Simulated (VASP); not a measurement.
# Sn in VASP: single point with r2SCAN

Aim: the single point of Sn with r2SCAN.

Everything below comes from runs of VASP 6.6.1. Logs are shortened: lines on timing, memory, paths and dates and some standing lists are left out, and cuts for length are marked.

## (1) The cell of the first run

The cell holds a slab with vacuum, 10 atoms: a = 4.456 Å, b = 4.456 Å, c = 26.902 Å, α = 90.00°, β = 90.00°, γ = 82.67°.

## (2) Single point, r2SCAN

The input, POSCAR:

```
Sn
1.0
    4.4558829926      0.0000000000      0.0000000000
    0.5688236607      4.4194267600      0.0000000000
    0.0000000000      0.0000000000     26.9022719744
Sn
10
Direct
    0.8184169011      0.8184169011      0.2978796729
    0.2586668559      0.2586668559      0.2985259614
    0.5396991082      0.5396991082      0.3879743484
    1.0357390150      1.0357390150      0.4046032903
    0.3200213685      0.3200213685      0.4986781301
    0.7649109946      0.7649109946      0.5013218576
    0.0491942059      0.0491942059      0.5953966729
    0.5452346031      0.5452346031      0.6120256878
    0.8262662945      0.8262662945      0.7014741259
    0.2665164607      0.2665164607      0.7021202526
```

The input, INCAR.step1:

```
PREC = Accurate ; ENCUT = 440
ISMEAR = 0 ; SIGMA = 0.1
LREAL = F ; LASPH = T
NELM = 120 ; LDIPOL = T
IDIPOL = 3 ; DIPOL = 0.5 0.5 0.500
NBANDS = 81 ; GGA = PE
ALGO = Normal ; EDIFF = 1E-5
LWAVE = T ; LCHARG = F
GGA_COMPAT = F ; NELMDL = -8
KPAR = 4
```

The input, INCAR.step2:

```
PREC = Accurate ; ENCUT = 440
EDIFF = 1E-6 ; ISMEAR = 0
SIGMA = 0.1 ; LREAL = F
LASPH = T ; NELM = 120
ALGO = Normal ; ISIF = 2
LWAVE = F ; LCHARG = F
LDIPOL = T ; IDIPOL = 3
DIPOL = 0.5 0.5 0.500 ; METAGGA = R2SCAN
LMIXTAU = T ; NBANDS = 81
ISTART = 1 ; GGA_COMPAT = F
KPAR = 4
```

The input, KPOINTS:

```
Automatic mesh
0
Gamma
  8 8 1
```

Potentials or basis: VASP PAW PBE potentials, release 64 (Sn_d).

Started as:

```
> cat potpaw_PBE.64/Sn_d/POTCAR > POTCAR
> cp INCAR.step1 INCAR
> mpirun -np 4 vasp_std > vasp.out
> cp INCAR.step2 INCAR
> mpirun -np 4 vasp_std > vasp.out
```

OUTCAR:

```text
PREC = Accurate
   ENCUT = 440
   EDIFF = 1E-6
   ISMEAR = 0
   LREAL = F
   LASPH = T
   NELM = 120
   ISIF = 2
   METAGGA = R2SCAN
   ISTART = 1

 ion  position               nearest neighbor table
   1  0.818  0.818  0.298-   2 2.95   2 2.97   2 2.97   3 3.06   4 3.22   2 3.75
   2  0.259  0.259  0.299-   1 2.95   1 2.97   1 2.97   3 3.05   4 3.22   1 3.75
   3  0.540  0.540  0.388-   4 2.98   4 2.98   2 3.05   1 3.06   5 3.32   4 3.35   6 3.40   4 3.40

   4  0.036  0.036  0.405-   3 2.98   3 2.98   5 3.17   6 3.17   1 3.22   2 3.22   3 3.35   3 3.40

   5  0.320  0.320  0.499-   6 2.97   6 2.97   6 2.98   4 3.17   7 3.17   3 3.32   8 3.40   6 3.72

   6  0.765  0.765  0.501-   5 2.97   5 2.97   5 2.98   7 3.17   4 3.17   8 3.32   3 3.40   5 3.72

   7  0.049  0.049  0.595-   8 2.98   8 2.98   6 3.17   5 3.17  10 3.22   9 3.22   8 3.35   8 3.40

   8  0.545  0.545  0.612-   7 2.98   7 2.98   9 3.05  10 3.06   6 3.32   7 3.35   5 3.40   7 3.40

   9  0.826  0.826  0.701-  10 2.95  10 2.97  10 2.97   8 3.05   7 3.22  10 3.75
  10  0.267  0.267  0.702-   9 2.95   9 2.97   9 2.97   8 3.06   7 3.22   9 3.75

  LATTYP: Found a base centered orthorhombic cell.
 ALAT       =     5.8856234280
 B/A-ratio  =     1.1369589149
 C/A-ratio  =     4.5708449246

  Lattice vectors:

 A1 = (  -0.5688236607,  -4.4194267600,   0.0000000000)
 A2 = (   4.4558829926,   0.0000000000,   0.0000000000)
 A3 = (   0.0000000000,   0.0000000000,  26.9022719744)

Analysis of symmetry for initial positions (statically):
=====================================================================
 Subroutine PRICEL returns:
 Original cell was already a primitive cell.

 Routine SETGRP: Setting up the symmetry group for a
 base centered orthorhombic supercell.

 Subroutine GETGRP returns: Found  4 space group operations
 (whereof  2 operations were pure point group operations)
 out of a pool of  8 trial point group operations.

The static configuration has the point symmetry C_1h.
 The point group associated with its full space group is C_2h.

Analysis of symmetry for dynamics (positions and initial velocities):
=====================================================================
 Subroutine PRICEL returns:
 Original cell was already a primitive cell.

 Routine SETGRP: Setting up the symmetry group for a
 base centered orthorhombic supercell.

 Subroutine GETGRP returns: Found  4 space group operations
 (whereof  2 operations were pure point group operations)
 out of a pool of  8 trial point group operations.

The dynamic configuration has the point symmetry C_1h.
 The point group associated with its full space group is C_2h.

 Subroutine INISYM returns: Found  4 space group operations
 (whereof  2 operations are pure point group operations),
 and found     1 'primitive' translations

----------------------------------------------------------------------------------------

                                     Primitive cell

  volume of cell :     529.7716

  direct lattice vectors                    reciprocal lattice vectors
     4.455882993  0.000000000  0.000000000     0.224422410 -0.028885370  0.000000000
     0.568823661  4.419426760  0.000000000     0.000000000  0.226273690  0.000000000
     0.000000000  0.000000000 26.902271974     0.000000000  0.000000000  0.037171582

  length of vectors
     4.455882993  4.455882993 26.902271974     0.226273690  0.226273690  0.037171582

  position of ions in fractional coordinates (direct lattice)
     0.818416901  0.818416901  0.297879673
     0.258666856  0.258666856  0.298525961
     0.539699108  0.539699108  0.387974348
     0.035739015  0.035739015  0.404603290
     0.320021369  0.320021369  0.498678130
     0.764910995  0.764910995  0.501321858
     0.049194206  0.049194206  0.595396673
     0.545234603  0.545234603  0.612025688
     0.826266295  0.826266295  0.701474126
     0.266516461  0.266516461  0.702120253

  ion indices of the primitive-cell ions
   primitive index   ion index
                 1           1
                 2           2
                 3           3
                 4           4
                 5           5
                 6           6
                 7           7
                 8           8
                 9           9
                10          10

----------------------------------------------------------------------------------------

 KPOINTS: Automatic mesh

Automatic generation of k-mesh.
 Grid dimensions read from file:
 generate k-points for:    8    8    1

 Generating k-lattice:

  Cartesian coordinates                     Fractional coordinates (reciprocal lattice)
     0.028052801 -0.003610671  0.000000000     0.125000000 -0.000000000  0.000000000
     0.000000000  0.028284211  0.000000000     0.000000000  0.125000000  0.000000000
     0.000000000  0.000000000  0.037171582     0.000000000  0.000000000  1.000000000

  Length of vectors
     0.028284211  0.028284211  0.037171582

  Shift w.r.t. Gamma in fractional coordinates (k-lattice)
     0.000000000  0.000000000  0.000000000

 Subroutine IBZKPT returns following result:
 ===========================================

 Found     21 irreducible k-points:

 Following reciprocal coordinates:
            Coordinates               Weight
  0.000000  0.000000  0.000000      1.000000
  0.125000  0.000000  0.000000      4.000000
  0.250000  0.000000  0.000000      4.000000
  0.375000  0.000000  0.000000      4.000000
  0.500000  0.000000  0.000000      2.000000
  0.125000  0.125000  0.000000      2.000000
[... 13 lines left out ...]
 -0.375000  0.375000  0.000000      2.000000
  0.500000  0.500000  0.000000      1.000000
   k-points           NKPTS =     21   k-points in BZ     NKDIM =     21   number of bands    NBANDS=     81
   number of dos      NEDOS =    301   number of ions     NIONS =     10
   total plane-waves  NPLWV = 172800
   dimension x,y,z NGX =    30 NGY =   30 NGZ =  192
   dimension x,y,z NGXF=    60 NGYF=   60 NGZF=  384
   ions per type =              10
   NGX,Y,Z   is equivalent  to a cutoff of  11.19, 11.19, 11.86 a.u.
   NGXF,Y,Z  is equivalent  to a cutoff of  22.39, 22.39, 23.73 a.u.
 SYSTEM =  unknown system
   PREC   = accura    normal or accurate (medium, high low for compatibility)
   ISTART =      1    job   : 0-new  1-cont  2-samecut
   ICHARG =      0    charge: 1-file 2-atom 10-const
   ISPIN  =      1    spin polarized calculation?
   LNONCOLLINEAR =      F non collinear calculations
   LSORBIT =      F    spin-orbit coupling
   LASPH  =      T    aspherical Exc in radial PAW
   ENCUT  =  440.0 eV  32.34 Ry    5.69 a.u.   7.62  7.62 46.01*2*pi/ulx,y,z
   NELM   =    120;   NELMIN=  2; NELMDL=  0     # of ELM steps
   EDIFF  = 0.1E-05   stopping-criterion for ELM
   LREAL  =      F    real-space projection
   EDIFFG = 0.1E-04   stopping-criterion for IOM
   NSW    =      0    number of steps for IOM
   IBRION =     -1    ionic relax: 0-MD 1-quasi-New 2-CG
   NFREE  =      0    steps in history (QN), initial steepest desc. (CG)
   ISIF   =      2    stress and relaxation
   ISYM   =      2    0-nonsym 1-usesym 2-fastsym
   POTIM  = 0.5000    time-step for ionic-motion
   TEBEG  =    0.0;   TEEND  =   0.0 temperature during run
   PSTRESS=    0.0 pullay stress
   NELECT =     140.0000    total number of electrons
   NUPDOWN=      -1.0000    fix difference up-down
   EMIN   =  10.00;   EMAX   =-10.00  energy-range for DOS
   EFERMI =   0.00;   METHOD = LEGACY
   ISMEAR =     0;   SIGMA  =   0.10  broadening in eV -4-tet -1-fermi 0-gaus
   EFERMI_NEDOS =   21; number of points for ismear=-14 and -15
   IALGO  =     38    algorithm
   IMIX   =      4    mixing-type and parameters
     AMIX     =   0.40;   BMIX     =  1.00
     AMIX_MAG =   1.60;   BMIX_MAG =  1.00
  volume/ion in A,a.u.               =      52.98       357.51
  Fermi-wavevector in a.u.,A,eV,Ry     =   1.050561  1.985272 15.016457  1.103678
  Thomas-Fermi vector in A             =   2.185569
   LORBIT       =      0    0 simple, 1 ext, 2 COOP (PROOUT), +10 PAW based schemes
   METAGGA = R2SCAN    functional components
   LHFCALC =     F    Hartree Fock is set to
   AEXX    =    0.0000 exact exchange contribution
   IVDW    =     0    specifies the selected vdW correction
   LEPSILON=     F    determine dielectric tensor
   LRPA    =     F    only Hartree local field effects (RPA)
 non-spin polarized calculation
 Gauss-broadening in eV      SIGMA  =   0.10
  energy-cutoff  :      440.00
  volume of cell :      529.77
 maximum number of plane-waves:     11154
   NGX = 15   NGY = 15   NGZ = 93

 number of electron     139.9999990 magnetization

 dipolmoment           0.000000      0.000000      0.000072 electrons x Angstroem

 Free energy of the ion-electron system (eV)
  ---------------------------------------------------
  ext. energy  EPLUGINS =         0.00000000
  ---------------------------------------------------
  free energy    TOTEN  =      -245.15196860 eV

  energy without entropy =     -245.12837161  energy(sigma->0) =     -245.14017010

 E-fermi :   2.1197     XC(G=0):  -6.1403

 val. band max:        2.1127986158   @ k =   0.2500   0.2500   0.0000
 cond. band min:       2.1347903909   @ k =   0.2500   0.0000   0.0000
 fundamental gap:      0.0219917751
 Fermi energy:         2.1197150821

 k-point     1 :       0.0000    0.0000    0.0000
  band No.  band energies     occupation
      1     -20.3399      2.00000
      2     -20.3142      2.00000
      3     -20.2963      2.00000
      4     -20.2624      2.00000
      5     -20.2605      2.00000
      6     -20.1649      2.00000
[... 73 lines left out ...]
     80       5.8351      0.00000
     81       5.8456      0.00000

 k-point     2 :       0.1250    0.0000    0.0000
  band No.  band energies     occupation
      1     -20.3247      2.00000
      2     -20.3000      2.00000
      3     -20.2833      2.00000
      4     -20.2506      2.00000
      5     -20.2484      2.00000
      6     -20.1575      2.00000
[... 73 lines left out ...]
     80       5.8905      0.00000
     81       5.9922      0.00000
[... 1510 lines left out ...]
     80       7.0757      0.00000
     81       7.1775      0.00000

 k-point    21 :       0.5000    0.5000    0.0000
  band No.  band energies     occupation
      1     -20.2819      2.00000
      2     -20.2789      2.00000
      3     -20.2645      2.00000
      4     -20.2337      2.00000
      5     -20.2217      2.00000
      6     -20.1657      2.00000
[... 73 lines left out ...]
     80       7.1030      0.00000
     81       7.6531      0.00000

------------------------ aborting loop because EDIFF is reached ----------------------------------------

 vacuum level on the upper side and lower side of the slab       (xc-potential included)         0.008         0.015

  FORCE on cell =-STRESS in cart. coord.  units (eV):
  Direction    XX          YY          ZZ          XY          YZ          ZX
  --------------------------------------------------------------------------------------
  -------------------------------------------------------------------------------------
  Total        2.3153242      2.7748838      0.1954310     -1.7852543     -0.0144643     -0.0164454
  in kB        7.0021872      8.3920236      0.5910379     -5.3991076     -0.0437440     -0.0497356
  external PRESSURE =       5.3284163 kB  Pullay stress =       0.0000000 kB

 VOLUME and BASIS-vectors are now :
 -----------------------------------------------------------------------------
  energy-cutoff  :      440.00
  volume of cell :      529.77
      direct lattice vectors                 reciprocal lattice vectors
     4.455882993  0.000000000  0.000000000     0.224422410 -0.028885370  0.000000000
     0.568823661  4.419426760  0.000000000     0.000000000  0.226273690  0.000000000
     0.000000000  0.000000000 26.902271974     0.000000000  0.000000000  0.037171582

 POSITION                                       TOTAL-FORCE (eV/Angst)
 -----------------------------------------------------------------------------------
      4.11230      3.61693      8.01364         0.001230      0.001082     -0.010957
      1.29973      1.14316      8.03103         0.002035      0.001790     -0.011398
      2.71183      2.38516     10.43739        -0.000085     -0.000075     -0.004095
      0.17958      0.15795     10.88475         0.001664      0.001464      0.010108
      1.60801      1.41431     13.41557         0.007250      0.006377      0.008298
      3.84345      3.38047     13.48670        -0.007250     -0.006377     -0.008298
      0.24719      0.21741     16.01752        -0.001664     -0.001464     -0.010108
      2.73964      2.40962     16.46488         0.000085      0.000075      0.004095
      4.15175      3.65162     18.87125        -0.002035     -0.001790      0.011398
      1.33917      1.17785     18.88863        -0.001230     -0.001082      0.010957
 -----------------------------------------------------------------------------------
    total drift:                               -0.000224     -0.000197      0.012456

  FREE ENERGIE OF THE ION-ELECTRON SYSTEM (eV)
  ---------------------------------------------------
  free  energy   TOTEN  =      -245.1519686006 eV

  energy  without entropy=     -245.1283716064  energy(sigma->0) =     -245.14017010

 vacuum level on the upper side and lower side of the slab         6.181         6.185
```

Wall time 34 min (4 MPI ranks of Intel Xeon Platinum 8488C (Sapphire Rapids), shared host); peak memory 0.77 GiB.

Results:

- Free energy: -245.1520 eV
- Largest force: 0.013 eV/Å
- Band gap on the k mesh: zero (bands 70 and 71 overlap by 2.38 eV)

Forces in eV/Å, atoms in the order of the input:
```
Sn   0.001  0.001 -0.011
Sn   0.002  0.002 -0.011
Sn   0.000  0.000 -0.004
Sn   0.002  0.001  0.010
Sn   0.007  0.006  0.008
Sn  -0.007 -0.006 -0.008
Sn  -0.002 -0.001 -0.010
Sn   0.000  0.000  0.004
Sn  -0.002 -0.002  0.011
Sn  -0.001 -0.001  0.011
```

Levels at points of the mesh, in eV from the Fermi level:
| k point | band 68 | band 69 | band 70 | band 71 | band 72 | band 73 | band 74 | band 75 |
| --- | --- | --- | --- | --- | --- | --- | --- | --- |
| (0.00, 0.00, 0.00) | -1.93 | -1.12 | -0.83 | -0.05 | 0.16 | 0.57 | 2.38 | 2.50 |
| (0.50, 0.00, 0.00) | -0.36 | 0.19 | 0.34 | 0.64 | 0.96 | 1.19 | 1.25 | 1.82 |
| (0.50, 0.50, 0.00) | -2.72 | -2.54 | -1.98 | -1.08 | -0.59 | 0.41 | 1.07 | 1.10 |

Caveat: the PAW data sets were made with another functional, which shifts forces and pressure a little; spin-orbit coupling is left out, which moves the levels of the heavy elements.

The gap in the log of VASP goes by the Fermi energy; the results here count the filled bands.